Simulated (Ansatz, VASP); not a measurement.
WSe2: VASP beside Ansatz

The input POSCAR:

```
WSe2
1.0
    3.4505356927      0.0000000000      0.0000000000
   -1.7252678463      2.8576566573      0.0000000000
    0.0000000000      0.0000000000     13.1496972339
W Se
2 4
Direct
    0.6648085522      0.3296171043      0.2499284415
    0.3351914478      0.6703828957      0.7500715585
    0.3285946938      0.6571893876      0.3746470901
    0.6714052559      0.3428105118      0.8747903082
    0.3285947441      0.6571894882      0.1252096918
    0.6714053062      0.3428106124      0.6253529099
```

Contents of INCAR.step1:

```
PREC = Accurate ; ENCUT = 520
ISMEAR = 0 ; SIGMA = 0.01
LREAL = False ; LASPH = True
NELM = 100 ; NBANDS = 35
GGA = PE ; ALGO = Normal
EDIFF = 1E-4 ; LWAVE = True
LCHARG = False
```

File INCAR.step2:

```
PREC = Accurate ; ENCUT = 520
EDIFF = 1E-7 ; ISMEAR = 0
SIGMA = 0.01 ; LREAL = False
LASPH = True ; NELM = 100
ALGO = Normal ; ISIF = 2
LWAVE = False ; LCHARG = True
METAGGA = R2SCAN ; LMIXTAU = True
LELF = True ; LVHAR = True
NBANDS = 35 ; ISTART = 1
```

Contents of KPOINTS:

```
Automatic mesh
0
Gamma
  12 12 2
```

Input for Ansatz:

```yaml
crystal:
  lattice:
    - [3.4505356927, 0.0, 0.0]
    - [-1.7252678463, 2.8576566573, 0.0]
    - [0.0, 0.0, 13.1496972339]
  atoms:
    - { symbol: W, position: [0.6648085522, 0.3296171043, 0.2499284415] }
    - { symbol: W, position: [0.3351914478, 0.6703828957, 0.7500715585] }
    - { symbol: Se, position: [0.3285946938, 0.6571893876, 0.3746470901] }
    - { symbol: Se, position: [0.6714052559, 0.3428105118, 0.8747903082] }
    - { symbol: Se, position: [0.3285947441, 0.6571894882, 0.1252096918] }
    - { symbol: Se, position: [0.6714053062, 0.3428106124, 0.6253529099] }
kpoints:
  mp_grid: { grid: [12, 12, 2] }
  band_path:
    path:
      - [0.0, 0.0, 0.0]
      - [0.5, 0.0, 0.0]
      - [0.3333333333, 0.3333333333, 0.0]
      - [0.0, 0.0, 0.5]
      - [0.5, 0.0, 0.5]
      - [0.3333333333, 0.3333333333, 0.5]
      - [0.354167, 0.322917, 0.0]
    npoints: 1
hamiltonian:
  xc: r2scan
scf:
  occupations: { method: fixed }
  n_extra_bands: 5
output:
  forces: true
  stress: true
  eigenvalues: true
```

Change from the starting cell: uniaxial_x strain +4.6%.

Alike in both runs: task single point; functional r2SCAN; k mesh 12 × 12 × 2; no spin polarisation.

|  | VASP | Ansatz |
| --- | --- | --- |
| version | VASP 6.6.1 | Ansatz 0.2.0 |
| potentials or method | VASP PAW PBE potentials, release 64 (W_sv, Se) | plane waves, PAW |
| plane-wave cutoff (eV) | 520 | 500 |
| occupations | gaussian, width 0.01 eV | fixed |
| valence electrons in the cell | 52 | 92 |

Ansatz gave:

* gap on the k mesh at the Fermi level (eV): 0.95
* pressure (GPa): -2.2
* traceless stress, the component that is largest in VASP (GPa): -4.33
* rms of the force components (eV/Å): 0.017

Question: Estimate VASP's values.

Answer: gap on the k mesh at the Fermi level (eV): 0.95; pressure (GPa): -1.9; traceless stress, the component that is largest in VASP (GPa): -4.34; rms of the force components (eV/Å): 0.002.

VASP's potentials were made for PBE, not for r2SCAN. Atom by atom the forces differ by 0.019 eV/Å (rms over components). VASP's potentials hold 52 valence electrons a cell and Ansatz's 92, so a difference there can come from the potentials and not from the codes.

Neither program's run includes spin-orbit coupling.
